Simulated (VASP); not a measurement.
# Sc3BN2 (P4/mmm) in VASP: a series of runs

Runs on Sc3BN2. Level: PBE. Tasks: single point, relaxation of cell and atoms.

Program: VASP 6.6.1. These are calculated values, not measurements. Logs are shortened: lines on timing, memory, paths and dates and some standing lists are left out, and cuts for length are marked.

### Step 1. The cell of the first run

It takes space group P4/mmm (No. 123, tetragonal). Conventional cell: a = 4.332 Å, b = 4.332 Å, c = 5.002 Å, α = 90.00°, β = 90.00°, γ = 90.00°. Within 2.9 Å of Sc (site symmetry 4/mmm) lie 4 N at 2.17 Å and 2 Sc at 2.50 Å. Within 3.4 Å of Sc (site symmetry 4/mmm) lie 2 Sc at 2.50 Å and 4 B at 3.06 Å and 8 N at 3.31 Å. Within 2.9 Å of Sc (site symmetry 4/mmm) lie 4 N at 2.17 Å and 2 B at 2.50 Å. B (site symmetry 4/mmm) has 6 Sc at 2.50 to 3.06 Å and 8 N at 3.31 Å within 3.4 Å. Within 2.9 Å of N (site symmetry mmm) lie 4 Sc at 2.17 Å.

The cell was built from a structure type or drawn by symmetry, and may not be a known phase.

### Step 2. Single point, PBE, collinear spin, ferromagnetic start

The input, INCAR:

```
  PREC = Accurate
  ENCUT = 520
  EDIFF = 1E-6
  ISMEAR = 0
  SIGMA = 0.1
  LREAL = F
  LASPH = T
  NELM = 150
  ALGO = Normal
  ISIF = 2
  LWAVE = F
  LCHARG = T
  ISPIN = 2
  MAGMOM = 0 0 0 0 1 1
  LORBIT = 11
  LMAXMIX = 4
  GGA = PE
  LELF = T
  LVHAR = T
  NBANDS = 36
```

The input, KPOINTS:

```
Automatic mesh
0
Gamma
  4 4 4
```

The input, POSCAR:

```
Sc3BN2
1.0
    4.3316837900      0.0000000000      0.0000000000
    0.0000000000      4.3316837900      0.0000000000
    0.0000000000      0.0000000000      5.0017590800
Sc B N
3 1 2
Direct
    0.5000000000      0.5000000000      0.5000000000
    0.5000000000      0.5000000000      0.0000000000
    0.0000000000      0.0000000000      0.5000000000
    0.0000000000      0.0000000000      0.0000000000
    0.0000000000      0.5000000000      0.5000000000
    0.5000000000      0.0000000000      0.5000000000
```

Potentials or basis: VASP PAW PBE potentials, release 64 (Sc_sv, B, N).

Run with:

```sh
cat potpaw_PBE.64/Sc_sv/POTCAR potpaw_PBE.64/B/POTCAR potpaw_PBE.64/N/POTCAR > POTCAR
mpirun -np 1 vasp_std > vasp.out
```

OUTCAR:

```text
PREC = Accurate
   ENCUT = 520
   EDIFF = 1E-6
   ISMEAR = 0
   LREAL = F
   LASPH = T
   NELM = 150
   ISIF = 2
   ISPIN = 2
   LORBIT = 11
   GGA = PE

 ion  position               nearest neighbor table
   1  0.500  0.500  0.500-   5 2.17   6 2.17   6 2.17   5 2.17   2 2.50   2 2.50   3 3.06   3 3.06
                             3 3.06   3 3.06
   2  0.500  0.500  0.000-   1 2.50   1 2.50
   3  0.000  0.000  0.500-   5 2.17   6 2.17   5 2.17   6 2.17   4 2.50   4 2.50   1 3.06   1 3.06
                             1 3.06   1 3.06
   4  0.000  0.000  0.000-   3 2.50   3 2.50
   5  0.000  0.500  0.500-   1 2.17   3 2.17   3 2.17   1 2.17
   6  0.500  0.000  0.500-   1 2.17   3 2.17   1 2.17   3 2.17

  LATTYP: Found a simple tetragonal cell.
 ALAT       =     4.3316837900
 C/A-ratio  =     1.1546916447

  Lattice vectors:

 A1 = (   4.3316837900,   0.0000000000,   0.0000000000)
 A2 = (   0.0000000000,   4.3316837900,   0.0000000000)
 A3 = (   0.0000000000,   0.0000000000,   5.0017590800)

Analysis of symmetry for initial positions (statically):
=====================================================================
 Subroutine PRICEL returns:
 Original cell was already a primitive cell.

 Routine SETGRP: Setting up the symmetry group for a
 simple tetragonal supercell.

 Subroutine GETGRP returns: Found 16 space group operations
 (whereof 16 operations were pure point group operations)
 out of a pool of 16 trial point group operations.

The static configuration has the point symmetry D_4h.

Analysis of symmetry for dynamics (positions and initial velocities):
=====================================================================
 Subroutine PRICEL returns:
 Original cell was already a primitive cell.

 Routine SETGRP: Setting up the symmetry group for a
 simple tetragonal supercell.

 Subroutine GETGRP returns: Found 16 space group operations
 (whereof 16 operations were pure point group operations)
 out of a pool of 16 trial point group operations.

The dynamic configuration has the point symmetry D_4h.

Analysis of structural, dynamic, and magnetic symmetry:
=====================================================================
 Subroutine PRICEL returns:
 Original cell was already a primitive cell.

 Routine SETGRP: Setting up the symmetry group for a
 simple tetragonal supercell.

 Subroutine GETGRP returns: Found 16 space group operations
 (whereof 16 operations were pure point group operations)
 out of a pool of 16 trial point group operations.

The overall configuration has the point symmetry D_4h.

 Subroutine INISYM returns: Found 16 space group operations
 (whereof 16 operations are pure point group operations),
 and found     1 'primitive' translations

----------------------------------------------------------------------------------------

                                     Primitive cell

  volume of cell :      93.8504

  direct lattice vectors                    reciprocal lattice vectors
     4.331683790  0.000000000  0.000000000     0.230857110  0.000000000  0.000000000
     0.000000000  4.331683790  0.000000000     0.000000000  0.230857110  0.000000000
     0.000000000  0.000000000  5.001759080     0.000000000  0.000000000  0.199929662

  length of vectors
     4.331683790  4.331683790  5.001759080     0.230857110  0.230857110  0.199929662

  position of ions in fractional coordinates (direct lattice)
     0.500000000  0.500000000  0.500000000
     0.500000000  0.500000000  0.000000000
     0.000000000  0.000000000  0.500000000
     0.000000000  0.000000000  0.000000000
     0.000000000  0.500000000  0.500000000
     0.500000000  0.000000000  0.500000000

  ion indices of the primitive-cell ions
   primitive index   ion index
                 1           1
                 2           2
                 3           3
                 4           4
                 5           5
                 6           6

----------------------------------------------------------------------------------------

 KPOINTS: Automatic mesh

Automatic generation of k-mesh.
 Grid dimensions read from file:
 generate k-points for:    4    4    4

 Generating k-lattice:

  Cartesian coordinates                     Fractional coordinates (reciprocal lattice)
     0.057714277  0.000000000  0.000000000     0.250000000  0.000000000  0.000000000
     0.000000000  0.057714277  0.000000000     0.000000000  0.250000000  0.000000000
     0.000000000  0.000000000  0.049982415     0.000000000  0.000000000  0.250000000

  Length of vectors
     0.057714277  0.057714277  0.049982415

  Shift w.r.t. Gamma in fractional coordinates (k-lattice)
     0.000000000  0.000000000  0.000000000

 Subroutine IBZKPT returns following result:
 ===========================================

 Found     18 irreducible k-points:

 Following reciprocal coordinates:
            Coordinates               Weight
  0.000000  0.000000  0.000000      1.000000
[... 75 lines left out ...]

 val. band max:        3.5463955576   @ k =   0.5000   0.0000   0.2500
 cond. band min:       3.5677450826   @ k =   0.2500   0.2500   0.5000
 fundamental gap:      0.0213495250
 Fermi energy:         3.5604525610

 spin component 1

 k-point     1 :       0.0000    0.0000    0.0000
  band No.  band energies     occupation
      1     -46.4699      1.00000
      2     -44.3908      1.00000
      3     -44.2910      1.00000
      4     -25.5930      1.00000
      5     -25.0732      1.00000
      6     -25.0732      1.00000
[... 27 lines left out ...]
     34       8.2928      0.00000
     35       8.6039      0.00000

 k-point     2 :       0.2500    0.0000    0.0000
  band No.  band energies     occupation
      1     -46.4697      1.00000
      2     -44.3763      1.00000
      3     -44.3048      1.00000
      4     -25.5921      1.00000
      5     -25.0779      1.00000
      6     -25.0726      1.00000
[... 27 lines left out ...]
     34       8.5375      0.00000
     35       8.8036      0.00000
[... 568 lines left out ...]
     34       8.3785      0.00000
     35       8.4288      0.00000

 k-point    18 :       0.5000    0.5000    0.5000
  band No.  band energies     occupation
      1     -46.4567      1.00000
      2     -44.3670      1.00000
      3     -44.3312      1.00000
      4     -25.1977      1.00000
      5     -25.0741      1.00000
      6     -25.0741      1.00000
[... 27 lines left out ...]
     34       8.7339      0.00000
     35       8.7341      0.00000
 Fermi energy:         3.5604525610

 spin component 2

 k-point     1 :       0.0000    0.0000    0.0000
  band No.  band energies     occupation
      1     -46.4693      1.00000
      2     -44.3908      1.00000
      3     -44.2910      1.00000
      4     -25.5930      1.00000
      5     -25.0724      1.00000
      6     -25.0724      1.00000
[... 27 lines left out ...]
     34       8.2928      0.00000
     35       8.6043      0.00000

 k-point     2 :       0.2500    0.0000    0.0000
  band No.  band energies     occupation
      1     -46.4692      1.00000
      2     -44.3764      1.00000
      3     -44.3048      1.00000
      4     -25.5920      1.00000
      5     -25.0771      1.00000
      6     -25.0718      1.00000
[... 27 lines left out ...]
     34       8.5380      0.00000
     35       8.8040      0.00000
[... 568 lines left out ...]
     34       8.3794      0.00000
     35       8.4289      0.00000

 k-point    18 :       0.5000    0.5000    0.5000
  band No.  band energies     occupation
      1     -46.4562      1.00000
      2     -44.3670      1.00000
      3     -44.3311      1.00000
      4     -25.1975      1.00000
      5     -25.0733      1.00000
      6     -25.0733      1.00000
[... 27 lines left out ...]
     34       8.7344      0.00000
     35       8.7345      0.00000
 [bands above 35 left out]

------------------------ aborting loop because EDIFF is reached ----------------------------------------

  FORCE on cell =-STRESS in cart. coord.  units (eV):
  Direction    XX          YY          ZZ          XY          YZ          ZX
  --------------------------------------------------------------------------------------
  -------------------------------------------------------------------------------------
  Total       -4.3261234     -4.3261234      9.7205891      0.0000000      0.0000000      0.0000000
  in kB      -73.8538649    -73.8538649    165.9460445      0.0000000      0.0000000      0.0000000
  external PRESSURE =       6.0794382 kB  Pullay stress =       0.0000000 kB

 VOLUME and BASIS-vectors are now :
 -----------------------------------------------------------------------------
  energy-cutoff  :      520.00
  volume of cell :       93.85
      direct lattice vectors                 reciprocal lattice vectors
     4.331683790  0.000000000  0.000000000     0.230857110  0.000000000  0.000000000
     0.000000000  4.331683790  0.000000000     0.000000000  0.230857110  0.000000000
     0.000000000  0.000000000  5.001759080     0.000000000  0.000000000  0.199929662

 POSITION                                       TOTAL-FORCE (eV/Angst)
 -----------------------------------------------------------------------------------
      2.16584      2.16584      2.50088         0.000000      0.000000      0.000000
      2.16584      2.16584      0.00000         0.000000      0.000000      0.000000
      0.00000      0.00000      2.50088         0.000000      0.000000      0.000000
      0.00000      0.00000      0.00000         0.000000      0.000000      0.000000
      0.00000      2.16584      2.50088         0.000000      0.000000      0.000000
      2.16584      0.00000      2.50088         0.000000      0.000000      0.000000
 -----------------------------------------------------------------------------------
    total drift:                                0.000000     -0.000000     -0.000000

  FREE ENERGIE OF THE ION-ELECTRON SYSTEM (eV)
  ---------------------------------------------------
  free  energy   TOTEN  =       -41.4006649269 eV

  energy  without entropy=      -41.3603591346  energy(sigma->0) =      -41.38051203

 total charge

# of ion       s       p       d       tot
------------------------------------------
    1        2.271   6.247   1.401   9.918
    2        2.215   6.026   1.145   9.385
    3        2.227   6.247   1.177   9.651
    4        0.800   0.695   0.000   1.495
    5        1.282   2.351   0.000   3.634
    6        1.282   2.351   0.000   3.634
--------------------------------------------------
tot         10.078  23.916   3.723  37.717

 magnetization (x)

# of ion       s       p       d       tot
------------------------------------------
    1       -0.000  -0.000  -0.000  -0.000
    2       -0.000   0.000   0.001   0.001
    3       -0.000   0.000   0.000   0.000
    4        0.000   0.001   0.000   0.001
    5        0.000   0.000   0.000   0.000
    6        0.000   0.000   0.000   0.000
--------------------------------------------------
tot          0.000   0.002   0.001   0.002
```

Run time: 4.4 min. Hardware: 1 thread of Intel Xeon 8259CL, shared host; peak memory 0.27 GiB.

Results:

```yaml
Free_energy: -41.4007 eV
Pressure: 0.6 GPa
Band_gap_on_the_k_mesh: zero (filled and empty bands overlap)
Net_moment: 0.01 μB per cell
Valence_electrons_inside_the_program's_atomic_spheres: Sc 9.92, 9.38, 9.65; B 1.50; N 3.63
```

Caveat: the k points lie up to 0.36 Å⁻¹ apart, too coarse for converged energies and pressures of a metal.

### Step 3. Single point, PBE, collinear spin, ferromagnetic start

This run uses another cell than the first one, of 18.28 Å³/atom.

The input, INCAR:

```
SYSTEM = Sc3BN2
ALGO = Normal
EDIFF = 1E-6
ENCUT = 520
GGA = PE
ISIF = 2
ISMEAR = 0
ISPIN = 2
LASPH = .TRUE.
LCHARG = .TRUE.
LELF = .TRUE.
LMAXMIX = 4
LORBIT = 11
LREAL = .FALSE.
LVHAR = .TRUE.
LWAVE = .FALSE.
MAGMOM = 0 0 0 0 1 1
NBANDS = 36
NELM = 150
PREC = Accurate
SIGMA = 0.1
```

The input, KPOINTS:

```
k-points
0
G
  4 4 4
  0 0 0
```

POSCAR, as its differences from that of step 2:

```diff
@@ -2,5 +2,5 @@
 1.0
-    4.3316837900      0.0000000000      0.0000000000
-    0.0000000000      4.3316837900      0.0000000000
-    0.0000000000      0.0000000000      5.0017590800
+    4.1725141866      0.0000000000      0.0000000000
+    0.0000000000      4.1725141866      0.0000000000
+    0.0000000000      0.0000000000      6.2989455861
 Sc B N
```

Potentials or basis: VASP PAW PBE potentials, release 64 (Sc_sv, B, N).

Run with:

```sh
cat potpaw_PBE.64/Sc_sv/POTCAR potpaw_PBE.64/B/POTCAR potpaw_PBE.64/N/POTCAR > POTCAR
mpirun -np 1 vasp_std > vasp.out
```

Run time: 5.6 min. Hardware: 1 thread of Intel Xeon 8259CL, shared host; peak memory 0.3 GiB.

Results (log left out):

| Item | Value |
| --- | --- |
| Free energy | -42.4551 eV |
| Pressure | 0.3 GPa |
| Band gap on the k mesh | zero (filled and empty bands overlap) |
| Net moment | 0.00 μB per cell |
| Valence electrons inside the program's atomic spheres | Sc 9.83, 9.13, 9.72; B 1.43; N 3.71 |

Stress tensor (GPa, compression positive):
```
0.18 0.00 0.00
0.00 0.18 0.00
0.00 0.00 0.53
```

Levels at points of the mesh, in eV from the Fermi level:
Spin up:
```tsv
k point	band 21	band 22	band 23	band 24	band 25	band 26
(0.00, 0.00, 0.00)	0.13	0.13	0.79	0.90	0.90	0.91
(0.50, 0.00, 0.00)	-1.55	-1.53	-0.07	-0.07	0.68	1.24
(0.50, 0.50, 0.00)	-2.75	-0.51	-0.51	-0.22	0.83	1.48
(0.00, 0.00, 0.50)	0.13	0.13	0.85	0.85	0.95	1.02
(0.50, 0.00, 0.50)	-1.51	-0.81	-0.69	-0.20	1.10	1.15
(0.50, 0.50, 0.50)	-2.75	0.11	0.11	0.24	0.64	0.99
```
Spin down:
| k point | band 21 | band 22 | band 23 | band 24 | band 25 | band 26 |
| --- | --- | --- | --- | --- | --- | --- |
| (0.00, 0.00, 0.00) | 0.13 | 0.13 | 0.79 | 0.90 | 0.90 | 0.91 |
| (0.50, 0.00, 0.00) | -1.55 | -1.53 | -0.07 | -0.07 | 0.68 | 1.24 |
| (0.50, 0.50, 0.00) | -2.75 | -0.51 | -0.51 | -0.22 | 0.83 | 1.47 |
| (0.00, 0.00, 0.50) | 0.13 | 0.13 | 0.85 | 0.85 | 0.95 | 1.02 |
| (0.50, 0.00, 0.50) | -1.51 | -0.81 | -0.69 | -0.20 | 1.10 | 1.15 |
| (0.50, 0.50, 0.50) | -2.75 | 0.11 | 0.11 | 0.24 | 0.64 | 0.99 |

Caveat: the k points lie up to 0.38 Å⁻¹ apart, too coarse for converged energies and pressures of a metal.

### Step 4. Relaxation of cell and atoms, PBE, collinear spin, ferromagnetic start

The input, INCAR:

```
SYSTEM = Sc3BN2
PREC = Accurate ; ENCUT = 600
EDIFF = 1E-6 ; ISMEAR = 0
SIGMA = 0.1 ; LREAL = .FALSE.
LASPH = .TRUE. ; NELM = 150
ALGO = Normal ; ISIF = 3
LWAVE = .FALSE. ; LCHARG = .FALSE.
ISPIN = 2 ; MAGMOM = 0 0 0 0 1 1
LORBIT = 11 ; LMAXMIX = 4
GGA = PE ; IBRION = 2
NSW = 90 ; EDIFFG = -0.04
```

The input, KPOINTS:

```
Automatic mesh
0
G
  4 4 4
  0 0 0
```

POSCAR, as its differences from that of step 3:

```diff
@@ -2,5 +2,5 @@
 1.0
-    4.1725141866      0.0000000000      0.0000000000
-    0.0000000000      4.1725141866      0.0000000000
-    0.0000000000      0.0000000000      6.2989455861
+    4.3316837900      0.0000000000      0.0000000000
+    0.0000000000      4.3316837900      0.0000000000
+    0.0000000000      0.0000000000      5.0017590800
 Sc B N
```

Run with:

```sh
cat potpaw_PBE.64/Sc_sv/POTCAR potpaw_PBE.64/B/POTCAR potpaw_PBE.64/N/POTCAR > POTCAR
mpirun -np 1 vasp_std > vasp.out
```

Run time: 22 min. Hardware: 1 thread of Intel Xeon 8259CL, shared host; peak memory 0.32 GiB.

The run converged. Its results:

```
Free energy                                           : -42.4314 eV
Relaxed volume                                        : 18.16 Å³/atom
Relaxed cell                                          : a = 4.181 Å, b = 4.181 Å, c = 6.233 Å, α = 90.00°, β = 90.00°, γ = 90.00°
Space group after relaxing (to 0.1 Å)                 : P4/mmm (No. 123)
Energy gained by relaxing                             : 171.2 meV/atom
Ionic steps                                           : 7
Pressure after relaxing                               : -0.2 GPa
Band gap on the k mesh                                : zero (filled and empty bands overlap)
Net moment                                            : 0.00 μB per cell
Valence electrons inside the program's atomic spheres : Sc 9.82, 9.13, 9.71; B 1.43; N 3.69
```

Stress tensor (GPa, compression positive):
```
-0.35  0.00  0.00
 0.00 -0.35  0.00
 0.00  0.00  0.20
```

The path:
```csv
step,energy change (eV),largest force (eV/Å),pressure (GPa),volume (Å³)
1,0.0000,0.0000,0.59,93.85
2,-0.6423,0.0000,5.93,94.24
3,-0.6682,0.0000,10.36,94.14
4,-0.9987,0.0000,2.40,104.47
5,-1.0107,0.0000,-2.03,112.73
6,-1.0270,0.0000,-0.33,109.25
7,-1.0271,0.0000,-0.17,108.94
```

Final structure:
```
Sc B N
1.0
     4.18058    0.00000    0.00000
     0.00000    4.18058    0.00000
     0.00000    0.00000    6.23341
Sc B N
3 1 2
Direct
  0.50000 0.50000 0.50000
  0.50000 0.50000 0.00000
  0.00000 0.00000 0.50000
  0.00000 0.00000 0.00000
  0.00000 0.50000 0.50000
  0.50000 0.00000 0.50000
```

Levels at points of the mesh, in eV from the Fermi level:
Spin up:
```tsv
k point	band 20	band 21	band 22	band 23	band 24	band 25	band 26	band 27
(0.00, 0.00, 0.00)	-0.47	0.11	0.11	0.80	0.86	0.86	0.91	1.40
(0.50, 0.00, 0.00)	-1.94	-1.57	-1.54	-0.09	-0.07	0.72	1.21	2.12
(0.50, 0.50, 0.00)	-2.76	-2.75	-0.52	-0.52	-0.26	0.80	1.51	1.51
(0.00, 0.00, 0.50)	-0.81	0.11	0.11	0.80	0.80	0.95	1.05	1.35
(0.50, 0.00, 0.50)	-1.57	-1.52	-0.77	-0.71	-0.21	1.12	1.16	1.65
(0.50, 0.50, 0.50)	-2.75	-2.75	0.14	0.14	0.19	0.65	1.00	1.00
```
Spin down:
| k point | band 19 | band 20 | band 21 | band 22 | band 23 | band 24 | band 25 | band 26 | band 27 | band 28 |
| --- | --- | --- | --- | --- | --- | --- | --- | --- | --- | --- |
| (0.00, 0.00, 0.00) | -0.64 | -0.46 | 0.11 | 0.11 | 0.80 | 0.87 | 0.87 | 0.91 | 1.40 | 1.40 |
| (0.50, 0.00, 0.00) | -2.34 | -1.94 | -1.57 | -1.54 | -0.09 | -0.07 | 0.72 | 1.21 | 2.12 | 2.49 |
| (0.50, 0.50, 0.00) | -2.88 | -2.76 | -2.75 | -0.52 | -0.52 | -0.26 | 0.80 | 1.51 | 1.51 | 2.22 |
| (0.00, 0.00, 0.50) | -1.17 | -0.81 | 0.11 | 0.11 | 0.80 | 0.80 | 0.95 | 1.05 | 1.35 | 1.60 |
| (0.50, 0.00, 0.50) | -1.90 | -1.57 | -1.52 | -0.77 | -0.71 | -0.21 | 1.12 | 1.16 | 1.65 | 2.14 |
| (0.50, 0.50, 0.50) | -3.01 | -2.75 | -2.75 | 0.14 | 0.14 | 0.19 | 0.65 | 1.00 | 1.00 | 1.67 |

Caveat: the k points lie up to 0.38 Å⁻¹ apart in the final cell, too coarse for converged energies and pressures of a metal; the volume moved by over 15 % at a fixed basis, so the end points are rough.

### Step 5. The runs side by side

| task | cell | cutoff (eV) | gap on the mesh (eV) | pressure (GPa) | moment (μB) |
| --- | --- | --- | --- | --- | --- |
| single point | a = 4.332, b = 4.332, c = 5.002 Å, 6 atoms | 520 | none | 0.6 | 0.01 |
| single point | a = 4.173, b = 4.173, c = 6.299 Å, 6 atoms | 520 | none | 0.3 | 0.00 |
| relaxation of cell and atoms | relaxed from a = 4.332, b = 4.332, c = 5.002 Å, 6 atoms | 600 | none | -0.2 | 0.00 |

Alike in all rows: level PBE; potentials or basis VASP PAW PBE potentials, release 64 (Sc_sv, B, N); spin collinear, ferromagnetic start; k mesh 4 × 4 × 4; smearing gaussian 0.1 eV.

Caveats: all runs use coarse meshes; the volume moved by over 15 % at a fixed basis, so the end points are rough (at least some runs).

Absolute energies hang on the potentials; compare differences alone.
